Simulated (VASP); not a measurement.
Write the native input for VASP 6.6.1 that does the following.

```yaml
Task: single point
Functional: LDA
Potentials_or_basis: VASP PAW LDA potentials, release 64 (Ba_sv, S)
Cutoff: 520 eV
k_mesh: 6 × 6 × 4
Occupations: gaussian, width 0.01 eV
Spin: no spin polarisation
Dipole_correction: no
Further_INCAR_settings: ALGO = Normal; EDIFF = 1e-06; NBANDS = 24
```

The structure of BaS lies in POSCAR:

```
BaS
1.0
    4.4421900123      0.0000000000      0.0000000000
   -2.2210950062      3.8470493991      0.0000000000
    0.0000000000      0.0000000000      7.7894608451
Ba S
2 2
Direct
    0.0000000000      0.0000000000      0.0000000000
    0.0000000000      0.0000000000      0.5000000000
    0.3333333333      0.6666666667      0.2500000000
    0.6666666667      0.3333333333      0.7500000000
```

One way to write it, as run:

INCAR

```
PREC = Accurate
ENCUT = 520
EDIFF = 1E-6
ISMEAR = 0
SIGMA = 0.01
LREAL = False
LASPH = True
NELM = 80
ALGO = Normal
ISIF = 2
LWAVE = False
LCHARG = False
NBANDS = 24
```

KPOINTS

```
Automatic mesh
0
Gamma
  6 6 4
```

Potentials or basis: VASP PAW LDA potentials, release 64 (Ba_sv, S).

The run is started by

```console
$ cat potpaw_LDA.64/Ba_sv/POTCAR potpaw_LDA.64/S/POTCAR > POTCAR
$ mpirun -np 1 vasp_std > vasp.out
```

Results of the run:

```yaml
Pressure: -2.4 GPa
Band_gap_on_the_k_mesh: 2.11 eV, indirect (the least direct gap lies 1.3 meV higher)
```

Caveat: spin-orbit coupling is left out, which moves the levels of the heavy elements.

It took 55 s on 1 thread of Intel(R) Xeon(R) Platinum 8259CL CPU @ 2.50GHz (Skylake/Cascade Lake), with other jobs on the host, peak memory 0.24 GiB.
